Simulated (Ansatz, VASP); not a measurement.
## One calculation of CaF, two programs

```
Ca F
1.0
     3.37612    0.00000    0.00000
     0.00000    3.37612    0.00000
     0.00000    0.00000    3.37612
Ca F
1 1
Cartesian
  1.6881 1.6881 1.6881
  0.0000 0.0000 0.0000
```

Change from the starting cell: species swapped into the NdAu type (Pm-3m, No. 221).

Alike in both runs: functional PBE; k mesh 16 × 16 × 16; occupations gaussian, width 0.1 eV; no spin polarisation.

Ansatz relaxed the structure, and its values are those at the end. VASP's run is a single point on that final structure, the one shown.

```csv
,VASP,Ansatz
version,VASP 6.6.1,Ansatz 0.2.0
potentials or method,"VASP PAW PBE potentials, release 64 (Ca_sv, F), cutoff 600 eV","scalar-relativistic, plane waves, PAW"
valence electrons in the cell,17,17
```

Ansatz gave:

```
gap on the k mesh at the Fermi level (eV) : none
pressure (GPa)                            : 0.0
```

Problem. What did VASP give for the same quantities?

Solution. gap on the k mesh at the Fermi level (eV): none; pressure (GPa): -0.1.

A gap of «none» marks a metal or a gap that the smearing closes. With one functional, cell and mesh, what is left measures potentials, basis and numerics.
